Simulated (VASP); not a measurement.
# ScAl3As4 (Pmn2_1) in VASP: relaxation of cell and atoms with PBE

Aim: the relaxation of cell and atoms of ScAl3As4 with PBE.

Everything below comes from runs of VASP 6.6.1. Logs are shortened: lines on timing, memory, paths and dates and some standing lists are left out, and cuts for length are marked.

## (1) The cell of the first run

Symmetry: Pmn2_1, No. 31, orthorhombic system. The conventional cell has a = 7.550 Å, b = 6.540 Å, c = 6.200 Å, α = 90.00°, β = 90.00°, γ = 90.00°. Within 2.9 Å of Sc (site symmetry m) lie 4 As at 2.22 to 2.42 Å. Within 2.9 Å of Al (site symmetry m) lie 4 As at 2.20 to 2.40 Å. Within 3.0 Å of Al (site symmetry 1) lie 4 As at 2.26 to 2.37 Å. Within 2.9 Å of As (site symmetry m) lie 3 Al at 2.20 to 2.26 Å and 1 Sc at 2.42 Å. Within 2.9 Å of As (site symmetry m) lie 1 Sc at 2.22 Å and 3 Al at 2.35 to 2.36 Å. Within 3.0 Å of As (site symmetry 1) lie 1 Sc at 2.27 Å and 3 Al at 2.29 to 2.40 Å.

## (2) Relaxation of cell and atoms, PBE

INCAR

```
ALGO = Normal
EDIFF = 1E-6
EDIFFG = -0.08
ENCUT = 600
GGA = PE
IBRION = 2
ISIF = 3
ISMEAR = 0
LASPH = True
LCHARG = False
LREAL = Auto
LWAVE = False
NELM = 60
NSW = 36
PREC = Accurate
SIGMA = 0.2
```

KPOINTS

```
k-points
0
Gamma
  2 3 3
```

POSCAR

```
ScAl3As4
1.0
    7.5500000000      0.0000000000      0.0000000000
    0.0000000000      6.5400000000      0.0000000000
    0.0000000000      0.0000000000      6.2000000000
Sc Al As
2 6 8
Direct
    0.0000000000      0.8300000000      0.0000000000
    0.5000000000      0.1700000000      0.5000000000
    0.0000000000      0.1500000000      0.5000000000
    0.2500000000      0.6700000000      0.5000000000
    0.7500000000      0.6700000000      0.5000000000
    0.5000000000      0.8500000000      0.0000000000
    0.2500000000      0.3300000000      0.0000000000
    0.7500000000      0.3300000000      0.0000000000
    0.0000000000      0.8300000000      0.3900000000
    0.0000000000      0.1500000000      0.8800000000
    0.7550000000      0.6700000000      0.8700000000
    0.2450000000      0.6700000000      0.8700000000
    0.5000000000      0.1700000000      0.8900000000
    0.5000000000      0.8500000000      0.3800000000
    0.7450000000      0.3300000000      0.3700000000
    0.2550000000      0.3300000000      0.3700000000
```

Potentials or basis: VASP PAW PBE potentials, release 64 (Sc_sv, Al, As).

The run is started by

```console
cat potpaw_PBE.64/Sc_sv/POTCAR potpaw_PBE.64/Al/POTCAR potpaw_PBE.64/As/POTCAR > POTCAR
mpirun -np 1 vasp_std > vasp.out
```

OUTCAR:

```text
EDIFF = 1E-6
   EDIFFG = -0.08
   ENCUT = 600
   GGA = PE
   IBRION = 2
   ISIF = 3
   ISMEAR = 0
   LASPH = True
   LREAL = Auto
   NELM = 60
   NSW = 36
   PREC = Accurate

 ion  position               nearest neighbor table
   1  0.000  0.830  0.000-  10 2.22  11 2.27  12 2.27   9 2.42
   2  0.500  0.170  0.500-  14 2.22  15 2.27  16 2.27  13 2.42
   3  0.000  0.150  0.500-   9 2.20  10 2.36  15 2.40  16 2.40
   4  0.250  0.670  0.500-   9 2.26  12 2.29  14 2.35  16 2.37
   5  0.750  0.670  0.500-   9 2.26  11 2.29  14 2.35  15 2.37
   6  0.500  0.850  0.000-  13 2.20  14 2.36  11 2.40  12 2.40
[... 8 lines left out ...]
  15  0.745  0.330  0.370-   2 2.27   8 2.29   5 2.37   3 2.40
  16  0.255  0.330  0.370-   2 2.27   7 2.29   4 2.37   3 2.40

  LATTYP: Found a simple orthorhombic cell.
 ALAT       =     6.2000000000
 B/A-ratio  =     1.0548387097
 C/A-ratio  =     1.2177419355

  Lattice vectors:

 A1 = (   0.0000000000,   0.0000000000,  -6.2000000000)
 A2 = (   0.0000000000,   6.5400000000,   0.0000000000)
 A3 = (   7.5500000000,   0.0000000000,   0.0000000000)

Analysis of symmetry for initial positions (statically):
=====================================================================
 Subroutine PRICEL returns:
 Original cell was already a primitive cell.

 Routine SETGRP: Setting up the symmetry group for a
 simple orthorhombic supercell.

 Subroutine GETGRP returns: Found  4 space group operations
 (whereof  2 operations were pure point group operations)
 out of a pool of  8 trial point group operations.

The static configuration has the point symmetry C_1h.
 The point group associated with its full space group is C_2v.

Analysis of symmetry for dynamics (positions and initial velocities):
=====================================================================
 Subroutine PRICEL returns:
 Original cell was already a primitive cell.

 Routine SETGRP: Setting up the symmetry group for a
 simple orthorhombic supercell.

 Subroutine GETGRP returns: Found  4 space group operations
 (whereof  2 operations were pure point group operations)
 out of a pool of  8 trial point group operations.

The dynamic configuration has the point symmetry C_1h.
 The point group associated with its full space group is C_2v.

 Subroutine INISYM returns: Found  4 space group operations
 (whereof  2 operations are pure point group operations),
 and found     1 'primitive' translations

----------------------------------------------------------------------------------------

                                     Primitive cell

  volume of cell :     306.1374

  direct lattice vectors                    reciprocal lattice vectors
     7.550000000  0.000000000  0.000000000     0.132450331  0.000000000  0.000000000
     0.000000000  6.540000000  0.000000000     0.000000000  0.152905199  0.000000000
     0.000000000  0.000000000  6.200000000     0.000000000  0.000000000  0.161290323

[... 97 lines left out ...]
   NSW    =     36    number of steps for IOM
   IBRION =      2    ionic relax: 0-MD 1-quasi-New 2-CG
   NFREE  =      1    steps in history (QN), initial steepest desc. (CG)
   ISIF   =      3    stress and relaxation
   ISYM   =      2    0-nonsym 1-usesym 2-fastsym
   POTIM  = 0.5000    time-step for ionic-motion
   TEBEG  =    0.0;   TEEND  =   0.0 temperature during run
   PSTRESS=    0.0 pullay stress
   NELECT =      80.0000    total number of electrons
   NUPDOWN=      -1.0000    fix difference up-down
   EMIN   =  10.00;   EMAX   =-10.00  energy-range for DOS
   EFERMI =   0.00;   METHOD = LEGACY
   ISMEAR =     0;   SIGMA  =   0.20  broadening in eV -4-tet -1-fermi 0-gaus
   EFERMI_NEDOS =   21; number of points for ismear=-14 and -15
   IALGO  =     38    algorithm
   IMIX   =      4    mixing-type and parameters
     AMIX     =   0.40;   BMIX     =  1.00
     AMIX_MAG =   1.60;   BMIX_MAG =  1.00
  volume/ion in A,a.u.               =      19.13       129.12
  Fermi-wavevector in a.u.,A,eV,Ry     =   1.046645  1.977872 14.904714  1.095466
  Thomas-Fermi vector in A             =   2.181492
   LORBIT       =      0    0 simple, 1 ext, 2 COOP (PROOUT), +10 PAW based schemes
   GGA     = PE    functional components
   LHFCALC =     F    Hartree Fock is set to
   AEXX    =    0.0000 exact exchange contribution
   IVDW    =     0    specifies the selected vdW correction
   LEPSILON=     F    determine dielectric tensor
   LRPA    =     F    only Hartree local field effects (RPA)
 conjugate gradient relaxation of ions
 non-spin polarized calculation
 Gauss-broadening in eV      SIGMA  =   0.20
  energy-cutoff  :      600.00
  volume of cell :      306.14
 maximum number of plane-waves:     10246
   NGX = 31   NGY = 27   NGZ = 25

--------------------------------------- Ionic step        1  -------------------------------------------

 number of electron      80.0000001 magnetization

 Free energy of the ion-electron system (eV)
  ---------------------------------------------------
  ext. energy  EPLUGINS =         0.00000000
  ---------------------------------------------------
  free energy    TOTEN  =       -72.11510823 eV

  energy without entropy =      -72.11510823  energy(sigma->0) =      -72.11510823

 E-fermi :   5.7051     XC(G=0):  -9.8766

 val. band max:        4.7812907595   @ k =   0.0000   0.3333   0.0000
 cond. band min:       6.5927212963   @ k =   0.0000   0.0000   0.0000
 fundamental gap:      1.8114305368
 Fermi energy:         5.7050566964

 k-point     1 :       0.0000    0.0000    0.0000
  band No.  band energies     occupation
      1     -42.7047      2.00000
      2     -42.7047      2.00000
      3     -21.6345      2.00000
      4     -21.6345      2.00000
      5     -21.5861      2.00000
      6     -21.5848      2.00000
[... 548 lines left out ...]
  FREE ENERGIE OF THE ION-ELECTRON SYSTEM (eV)
  ---------------------------------------------------
  free  energy   TOTEN  =       -80.6730140368 eV

  energy  without entropy=      -80.6730140366  energy(sigma->0) =      -80.67301404

[... ionic steps 4 to 13 ...]

--------------------------------------- Ionic step       14  -------------------------------------------

 number of electron      79.9999996 magnetization

------------------------ aborting loop because EDIFF is reached ----------------------------------------
[... 95 lines left out ...]
--------------------------------------- Ionic step       16  -------------------------------------------

 number of electron      79.9999991 magnetization

 Free energy of the ion-electron system (eV)
  ---------------------------------------------------
  ext. energy  EPLUGINS =         0.00000000
  ---------------------------------------------------
  free energy    TOTEN  =       -80.96655885 eV

  energy without entropy =      -80.96655885  energy(sigma->0) =      -80.96655885

 E-fermi :   3.5951     XC(G=0):  -8.8096

 val. band max:        2.8073305629   @ k =   0.0000   0.0000   0.0000
 cond. band min:       4.3760450271   @ k =   0.0000   0.0000   0.0000
 fundamental gap:      1.5687144642
 Fermi energy:         3.5950988068

 k-point     1 :       0.0000    0.0000    0.0000
  band No.  band energies     occupation
      1     -46.3733      2.00000
      2     -46.3733      2.00000
      3     -25.0207      2.00000
      4     -25.0206      2.00000
      5     -25.0029      2.00000
      6     -25.0027      2.00000
[... 448 lines left out ...]
  FREE ENERGIE OF THE ION-ELECTRON SYSTEM (eV)
  ---------------------------------------------------
  free  energy   TOTEN  =       -80.9665588484 eV

  energy  without entropy=      -80.9665588454  energy(sigma->0) =      -80.96655885

 reached required accuracy - stopping structural energy minimisation
```

It took 41 min on 1 thread of AMD EPYC 9R14 (Zen 4), shared host; peak memory 0.46 GiB.

Results:

```yaml
Free_energy: -80.9666 eV
Relaxed_volume: 24.87 Å³/atom
Relaxed_cell: a = 8.312 Å, b = 7.153 Å, c = 6.694 Å, α = 90.00°, β = 90.00°, γ = 90.00°
Space_group_after_relaxing_to_0.1_Å: Pmn2_1 (No. 31)
Energy_gained_by_relaxing: 553.2 meV/atom
Ionic_steps: 16
Pressure_after_relaxing: 0.0 GPa
Largest_force_after_relaxing: 0.027 eV/Å
Band_gap_on_the_k_mesh: 1.57 eV
```

Forces on the atoms (eV/Å):
```
Sc   0.000  0.015  0.002
Sc   0.000 -0.015  0.002
Al   0.000 -0.024  0.003
Al   0.011 -0.011  0.017
Al  -0.011 -0.011  0.017
Al   0.000  0.024  0.003
Al  -0.011  0.011  0.017
Al   0.011  0.011  0.017
As   0.000 -0.001 -0.027
As   0.000  0.004 -0.025
As   0.018 -0.015  0.006
As  -0.018 -0.015  0.006
As   0.000  0.001 -0.027
As   0.000 -0.004 -0.025
As  -0.018  0.015  0.006
As   0.018  0.015  0.006
```

Step by step:
| step | energy change (eV) | largest force (eV/Å) | pressure (GPa) | volume (Å³) |
| --- | --- | --- | --- | --- |
| 1 | 0.0000 | 4.4454 | 30.48 | 306.14 |
| 2 | -5.2705 | 1.0463 | -8.41 | 497.30 |
| 3 | -8.5579 | 0.8428 | -0.51 | 403.35 |
| 4 | -8.5607 | 0.8398 | -0.19 | 401.23 |
| 5 | -8.5587 | 0.8361 | 0.14 | 399.16 |
| 6 | -8.7155 | 0.4412 | -0.09 | 399.63 |
| 7 | -8.7258 | 0.4877 | -0.12 | 399.78 |
| 8 | -8.7889 | 0.2981 | -0.06 | 398.86 |
| 9 | -8.8052 | 0.2225 | 0.03 | 398.08 |
| 10 | -8.8174 | 0.1272 | 0.00 | 398.25 |
| 11 | -8.8257 | 0.2249 | -0.04 | 398.57 |
| 12 | -8.8333 | 0.2068 | -0.03 | 398.52 |
| 13 | -8.8456 | 0.1550 | -0.02 | 398.36 |
| 14 | -8.8463 | 0.1441 | -0.02 | 398.30 |
| 15 | -8.8497 | 0.0859 | 0.01 | 398.16 |
| 16 | -8.8515 | 0.0275 | 0.04 | 397.99 |

Final structure:
```yaml
crystal:
  lattice:
    - [8.31155, 0.00000, 0.00000]
    - [0.00000, 7.15300, 0.00000]
    - [0.00000, 0.00000, 6.69422]
  atoms:
    - { symbol: Sc, position: [0.00000, 0.83534, 0.99519] }
    - { symbol: Sc, position: [0.50000, 0.16466, 0.49519] }
    - { symbol: Al, position: [0.00000, 0.17459, 0.50295] }
    - { symbol: Al, position: [0.24825, 0.66416, 0.50032] }
    - { symbol: Al, position: [0.75175, 0.66416, 0.50032] }
    - { symbol: Al, position: [0.50000, 0.82541, 0.00295] }
    - { symbol: Al, position: [0.25175, 0.33584, 0.00032] }
    - { symbol: Al, position: [0.74825, 0.33584, 0.00032] }
    - { symbol: As, position: [0.00000, 0.83964, 0.39414] }
    - { symbol: As, position: [0.00000, 0.18783, 0.87368] }
    - { symbol: As, position: [0.73853, 0.66039, 0.87169] }
    - { symbol: As, position: [0.26147, 0.66039, 0.87169] }
    - { symbol: As, position: [0.50000, 0.16036, 0.89414] }
    - { symbol: As, position: [0.50000, 0.81217, 0.37368] }
    - { symbol: As, position: [0.76147, 0.33961, 0.37169] }
    - { symbol: As, position: [0.23853, 0.33961, 0.37169] }
```

Caveat: the volume moved by over 15 % at a fixed basis, so the end points are rough. A k mesh can miss the band edges.
